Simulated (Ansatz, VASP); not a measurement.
# Two plane-wave programs on SrO

File INCAR:

```
SYSTEM = SrO
PREC = Accurate ; ENCUT = 520
EDIFF = 1E-6 ; ISMEAR = 0
SIGMA = 0.05 ; LREAL = .FALSE.
LASPH = .TRUE. ; NELM = 100
ALGO = Normal ; ISIF = 2
LWAVE = .FALSE. ; LCHARG = .TRUE.
GGA = CA ; LELF = .TRUE.
LVHAR = .TRUE. ; NBANDS = 24
```

KPOINTS

```
regular mesh
0
G
  9 9 8
  0 0 0
```

The input POSCAR:

```
SrO
1.0
    0.0000000000     -2.5321850030     -2.5321850030
   -2.5321850030      0.0000000000     -2.5321850030
    2.5321850030      2.5321850030     -5.0643700061
Sr O
2 2
Direct
    0.0000000000      0.0000000000      0.0000000000
    0.5000000000      0.5000000000      0.5000000000
    0.6904208213      0.8268159079      0.7499982912
    0.3095791787      0.1731840921      0.2500017088
```

Input for Ansatz:

```yaml
crystal:
  lattice:
    - [0.0, -2.532185003, -2.532185003]
    - [-2.532185003, 0.0, -2.532185003]
    - [2.532185003, 2.532185003, -5.0643700061]
  atoms:
    - { symbol: Sr, position: [0.0, 0.0, 0.0] }
    - { symbol: Sr, position: [0.5, 0.5, 0.5] }
    - { symbol: O, position: [0.6904208213, 0.8268159079, 0.7499982912] }
    - { symbol: O, position: [0.3095791787, 0.1731840921, 0.2500017088] }
basis:
  ecutwfc: 520.0
kpoints:
  mp_grid: { grid: [9, 9, 8] }
hamiltonian:
  xc: lda
  pseudopotentials: { kind: paw }
scf:
  occupations: { method: gaussian, width: 0.05 }
output:
  forces: true
  stress: true
  eigenvalues: true
```

Change from the starting cell: mode 6 frozen in at +0.000 Å and mode 10 at -0.250 Å (largest displacements).

Alike in both runs: task single point; functional LDA; k mesh 9 × 9 × 8; occupations gaussian, width 0.05 eV; no spin polarisation.

|  | VASP | Ansatz |
| --- | --- | --- |
| version | VASP 6.6.1 | Ansatz 0.2.0 |
| potentials or method | VASP PAW LDA potentials, release 64 (Sr_sv, O), cutoff 520 eV | scalar-relativistic, plane waves, PAW |
| valence electrons in the cell | 32 | 32 |

Ansatz gave:

- gap on the k mesh at the Fermi level (eV): 3.08
- least direct gap on the mesh (eV): 3.20
- pressure (GPa): 2.5
- traceless stress, the component that is largest in VASP (GPa): -2.67
- rms of the force components (eV/Å): 0.518

Question: What did VASP give for the same quantities?

Answer: gap on the k mesh at the Fermi level (eV): 3.01; least direct gap on the mesh (eV): 3.14; pressure (GPa): 3.5; traceless stress, the component that is largest in VASP (GPa): -2.83; rms of the force components (eV/Å): 0.547.

LDA's correlation is that of Perdew and Zunger in VASP and of Perdew and Wang (1992) in Ansatz. Atom by atom the forces differ by 0.029 eV/Å (rms over components).
